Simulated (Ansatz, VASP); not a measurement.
# Sn: VASP beside Ansatz

```
CELL_PARAMETERS angstrom
0.00000 3.30926 3.30926
3.30926 0.00000 3.30926
3.30926 3.30926 0.00000
ATOMIC_POSITIONS crystal
Sn 0.50000 0.50000 0.50000
Sn 0.75000 0.75000 0.75000
```

Change from the starting cell: volume scaled by 1.06.

Alike in both runs: task single point; functional PBEsol; k mesh 11 × 11 × 11; occupations fermi-dirac, width 0.05 eV; no spin polarisation.

|  | VASP | Ansatz |
| --- | --- | --- |
| version | VASP 6.6.1 | Ansatz 0.2.0 |
| potentials or method | VASP PAW PBE potentials, release 64 (Sn_d), cutoff 520 eV | all-electron LAPW, scalar-relativistic |

Ansatz gave:

* pressure (GPa): -1.3

Task: Which values does VASP return?

Result: Pressure (GPa): -1.4.

VASP's potentials were made for PBE, not for PBEsol. Ansatz ran all-electron here, and VASP with PAW potentials.
